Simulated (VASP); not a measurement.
Input of a VASP 6.6.1 run:

Contents of INCAR:

```
SYSTEM = Ag
  PREC = Accurate
  ENCUT = 500
  EDIFF = 1E-6
  ISMEAR = 0
  SIGMA = 0.05
  LREAL = .False.
  LASPH = .True.
  NELM = 120
  ALGO = Normal
  ISIF = 2
  LWAVE = .False.
  LCHARG = .False.
  GGA = PE
  NBANDS = 12
  GGA_COMPAT = .False.
```

File KPOINTS:

```
regular mesh
0
Gamma
  11 11 11
  0 0 0
```

POSCAR

```
Ag
1.0
   -1.5468009133      1.5468009133      1.5468009133
    1.5468009133     -1.5468009133      1.5468009133
    1.5468009133      1.5468009133     -1.5468009133
Ag
1
Direct
    0.0000000000      0.0000000000      0.0000000000
```

Potentials or basis: VASP PAW PBE potentials, release 64 (Ag).

Command:

```sh
$ cat potpaw_PBE.64/Ag/POTCAR > POTCAR
$ mpirun -np 1 vasp_std > vasp.out
```

(1) Predict the pressure.

(2) Predict the band gap on the k mesh.

## Answers

(1) 29.6 GPa.

(2) zero (an odd number of electrons rules out a gap without spin polarisation).

Caveat: the cell stands under pressure.
